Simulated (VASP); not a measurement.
# HfZrS3 (R3m) in VASP: single point with PBE

Aim: the single point of HfZrS3 with PBE.

Everything below comes from runs of VASP 6.6.1. Logs are shortened: lines on timing, memory, paths and dates and some standing lists are left out, and cuts for length are marked.

### 1 The cell of the first run

The structure is trigonal, space group R3m (No. 160). Conventional cell: a = 6.602 Å, b = 6.602 Å, c = 8.121 Å, α = 90.00°, β = 90.00°, γ = 120.00°. Zr (site symmetry 3m) has 6 S at 2.33 to 2.34 Å within 3.1 Å. Within 4.3 Å of Hf (site symmetry 3m) lie 12 S at 3.26 to 3.36 Å and 8 Zr at 3.98 to 4.14 Å. S (site symmetry m) has 2 Zr at 2.33 to 2.34 Å within 3.1 Å.

The cell was generated, and may not be a known phase.

### 2 Single point, PBE

Contents of INCAR:

```
ALGO = Normal
EDIFF = 1E-6
ENCUT = 520
GGA = PE
ISIF = 2
ISMEAR = 0
LASPH = True
LCHARG = False
LREAL = False
LWAVE = False
NBANDS = 28
NELM = 80
PREC = Accurate
SIGMA = 0.1
```

Contents of KPOINTS:

```
k-points
0
Gamma
  6 6 6
```

Contents of POSCAR:

```
HfZrS3
1.0
    3.3010700100      1.9058736600      2.7068521400
   -3.3010700100      1.9058736600      2.7068521400
    0.0000000000     -3.8117473200      2.7068521400
Zr Hf S
1 1 3
Direct
    0.5182390200      0.5182390200      0.5182390200
    0.0088520000      0.0088520000      0.0088520000
    0.5167999900      0.5167999900      0.0173090000
    0.5167999900      0.0173090000      0.5167999900
    0.0173090000      0.5167999900      0.5167999900
```

Potentials or basis: VASP PAW PBE potentials, release 64 (Zr_sv, Hf_pv, S).

Run with:

```
cat potpaw_PBE.64/Zr_sv/POTCAR potpaw_PBE.64/Hf_pv/POTCAR potpaw_PBE.64/S/POTCAR > POTCAR
mpirun -np 1 vasp_std > vasp.out
```

OUTCAR:

```text
EDIFF = 1E-6
   ENCUT = 520
   GGA = PE
   ISIF = 2
   ISMEAR = 0
   LASPH = True
   LREAL = False
   NELM = 80
   PREC = Accurate

 ion  position               nearest neighbor table
   1  0.518  0.518  0.518-   4 2.33   5 2.33   3 2.33   4 2.34   5 2.34   3 2.34
   2  0.009  0.009  0.009-   4 3.26   5 3.26   3 3.26   3 3.30   3 3.30   5 3.30   4 3.30   5 3.30
                             4 3.30
   3  0.517  0.517  0.017-   1 2.33   1 2.34   2 3.26   2 3.30   2 3.30
   4  0.517  0.017  0.517-   1 2.33   1 2.34   2 3.26   2 3.30   2 3.30
   5  0.017  0.517  0.517-   1 2.33   1 2.34   2 3.26   2 3.30   2 3.30

  LATTYP: Found a trigonal (rhomboedric) cell.
 ALAT       =     4.6750899592
 COS(alpha) =     0.0028522317

  Lattice vectors:

 A1 = (   3.3010700100,   1.9058736600,   2.7068521400)
 A2 = (  -3.3010700100,   1.9058736600,   2.7068521400)
 A3 = (   0.0000000000,  -3.8117473200,   2.7068521400)

Analysis of symmetry for initial positions (statically):
=====================================================================
 Subroutine PRICEL returns:
 Original cell was already a primitive cell.

 Routine SETGRP: Setting up the symmetry group for a
 trigonal (rhombohedral) supercell.

 Subroutine GETGRP returns: Found  6 space group operations
 (whereof  6 operations were pure point group operations)
 out of a pool of 12 trial point group operations.

The static configuration has the point symmetry C_3v.

Analysis of symmetry for dynamics (positions and initial velocities):
=====================================================================
 Subroutine PRICEL returns:
 Original cell was already a primitive cell.

 Routine SETGRP: Setting up the symmetry group for a
 trigonal (rhombohedral) supercell.

 Subroutine GETGRP returns: Found  6 space group operations
 (whereof  6 operations were pure point group operations)
 out of a pool of 12 trial point group operations.

The dynamic configuration has the point symmetry C_3v.

 Subroutine INISYM returns: Found  6 space group operations
 (whereof  6 operations are pure point group operations),
 and found     1 'primitive' translations

----------------------------------------------------------------------------------------

                                     Primitive cell

  volume of cell :     102.1797
[... 94 lines left out ...]
   NELM   =     80;   NELMIN=  2; NELMDL= -5     # of ELM steps
   EDIFF  = 0.1E-05   stopping-criterion for ELM
   LREAL  =      F    real-space projection
   EDIFFG = 0.1E-04   stopping-criterion for IOM
   NSW    =      0    number of steps for IOM
   IBRION =     -1    ionic relax: 0-MD 1-quasi-New 2-CG
   NFREE  =      0    steps in history (QN), initial steepest desc. (CG)
   ISIF   =      2    stress and relaxation
   ISYM   =      2    0-nonsym 1-usesym 2-fastsym
   POTIM  = 0.5000    time-step for ionic-motion
   TEBEG  =    0.0;   TEEND  =   0.0 temperature during run
   PSTRESS=    0.0 pullay stress
   NELECT =      40.0000    total number of electrons
   NUPDOWN=      -1.0000    fix difference up-down
   EMIN   =  10.00;   EMAX   =-10.00  energy-range for DOS
   EFERMI =   0.00;   METHOD = LEGACY
   ISMEAR =     0;   SIGMA  =   0.10  broadening in eV -4-tet -1-fermi 0-gaus
   EFERMI_NEDOS =   21; number of points for ismear=-14 and -15
   IALGO  =     38    algorithm
   IMIX   =      4    mixing-type and parameters
     AMIX     =   0.40;   BMIX     =  1.00
     AMIX_MAG =   1.60;   BMIX_MAG =  1.00
  volume/ion in A,a.u.               =      20.44       137.91
  Fermi-wavevector in a.u.,A,eV,Ry     =   1.197586  2.263109 19.513634  1.434212
  Thomas-Fermi vector in A             =   2.333497
   LORBIT       =      0    0 simple, 1 ext, 2 COOP (PROOUT), +10 PAW based schemes
   GGA     = PE    functional components
   LHFCALC =     F    Hartree Fock is set to
   AEXX    =    0.0000 exact exchange contribution
   IVDW    =     0    specifies the selected vdW correction
   LEPSILON=     F    determine dielectric tensor
   LRPA    =     F    only Hartree local field effects (RPA)
 non-spin polarized calculation
 Gauss-broadening in eV      SIGMA  =   0.10
  energy-cutoff  :      520.00
  volume of cell :      102.18
 maximum number of plane-waves:      2800
   NGX = 17   NGY = 17   NGZ = 17

 number of electron      39.9999999 magnetization

 Free energy of the ion-electron system (eV)
  ---------------------------------------------------
  ext. energy  EPLUGINS =         0.00000000
  ---------------------------------------------------
  free energy    TOTEN  =       -32.13093038 eV

  energy without entropy =      -32.09726844  energy(sigma->0) =      -32.11409941

 E-fermi :   7.0019     XC(G=0): -10.4508

 val. band max:        7.0008820119   @ k =  -0.1667   0.1667   0.0000
 cond. band min:       7.0085509421   @ k =   0.5000  -0.0000  -0.0000
 fundamental gap:      0.0076689302
 Fermi energy:         7.0019167578

 k-point     1 :       0.0000    0.0000    0.0000
  band No.  band energies     occupation
      1     -41.9752      2.00000
      2     -26.3312      2.00000
      3     -26.3312      2.00000
      4     -26.3301      2.00000
      5     -20.3100      2.00000
      6     -20.3090      2.00000
[... 733 lines left out ...]
     27       9.8803      0.00000
     28      10.3802      0.00000

 [... further k-points ...]

------------------------ aborting loop because EDIFF is reached ----------------------------------------

  FORCE on cell =-STRESS in cart. coord.  units (eV):
  Direction    XX          YY          ZZ          XY          YZ          ZX
  --------------------------------------------------------------------------------------
  -------------------------------------------------------------------------------------
  Total        7.9792023      7.9792023      8.1320102      0.0000000     -0.0000000      0.0000000
  in kB      125.1138624    125.1138625    127.5098897      0.0000000     -0.0000000      0.0000000
  external PRESSURE =     125.9125382 kB  Pullay stress =       0.0000000 kB

 VOLUME and BASIS-vectors are now :
 -----------------------------------------------------------------------------
  energy-cutoff  :      520.00
  volume of cell :      102.18
      direct lattice vectors                 reciprocal lattice vectors
     3.301070010  1.905873660  2.706852140     0.151466039  0.087448959  0.123144271
    -3.301070010  1.905873660  2.706852140    -0.151466039  0.087448959  0.123144271
     0.000000000 -3.811747320  2.706852140     0.000000000 -0.174897917  0.123144271

 POSITION                                       TOTAL-FORCE (eV/Angst)
 -----------------------------------------------------------------------------------
      0.00000      0.00000      4.20839         0.000000     -0.000000     -0.055931
      0.00000      0.00000      0.07188         0.000000      0.000000     -0.338501
      0.00000      1.90393      2.84466         0.000000     -0.016254      0.131477
      1.64885     -0.95197      2.84466        -0.014077      0.008127      0.131477
     -1.64885     -0.95197      2.84466         0.014077      0.008127      0.131477
 -----------------------------------------------------------------------------------
    total drift:                                0.000000      0.000003     -0.000631

  FREE ENERGIE OF THE ION-ELECTRON SYSTEM (eV)
  ---------------------------------------------------
  free  energy   TOTEN  =       -32.1309303785 eV

  energy  without entropy=      -32.0972684357  energy(sigma->0) =      -32.11409941
```

stdout:

```text
POSCAR found type information on POSCAR ZrHfS
 POSCAR found :  3 types and       5 ions
 scaLAPACK will be used
 LDA part: xc-table for (Slater+PW92), standard interpolation
 POSCAR, INCAR and KPOINTS ok, starting setup
 FFT: planning ... GRIDC
 FFT: planning ... GRID_SOFT
 FFT: planning ... GRID
 WAVECAR not read
 entering main loop
```

Run time: 2.5 min. Hardware: 1 thread of Intel Xeon 8259CL, shared host; peak memory 0.26 GiB.

Results:

* Free energy: -32.1309 eV
* Pressure: 12.6 GPa
* Largest force: 0.339 eV/Å
* Band gap on the k mesh: zero (bands 20 and 21 overlap by 1.49 eV)

Forces on the atoms (eV/Å):
```
Zr   0.000  0.000 -0.056
Hf   0.000  0.000 -0.339
S    0.000 -0.016  0.131
S   -0.014  0.008  0.131
S    0.014  0.008  0.131
```

Levels at points of the mesh, in eV from the Fermi level:
| k point | band 16 | band 17 | band 18 | band 19 | band 20 | band 21 | band 22 | band 23 | band 24 | band 25 |
| --- | --- | --- | --- | --- | --- | --- | --- | --- | --- | --- |
| (0.00, 0.00, 0.00) | -2.63 | -1.39 | -1.36 | -1.36 | -1.20 | -1.20 | -1.19 | -1.11 | -0.63 | -0.63 |
| (0.50, 0.00, 0.00) | -4.44 | -3.93 | -1.77 | -1.75 | -0.46 | 0.01 | 0.43 | 1.41 | 1.73 | 1.74 |
| (0.50, 0.50, 0.00) | -3.76 | -3.76 | -2.76 | -1.43 | 0.04 | 0.57 | 1.35 | 1.38 | 1.39 | 1.42 |
| (0.50, 0.50, 0.50) | -5.42 | -1.48 | -1.03 | -1.03 | -1.02 | 0.28 | 0.28 | 0.28 | 0.67 | 0.67 |

Caveat: the cell stands under pressure; spin-orbit coupling is left out, which moves the levels of the heavy elements.
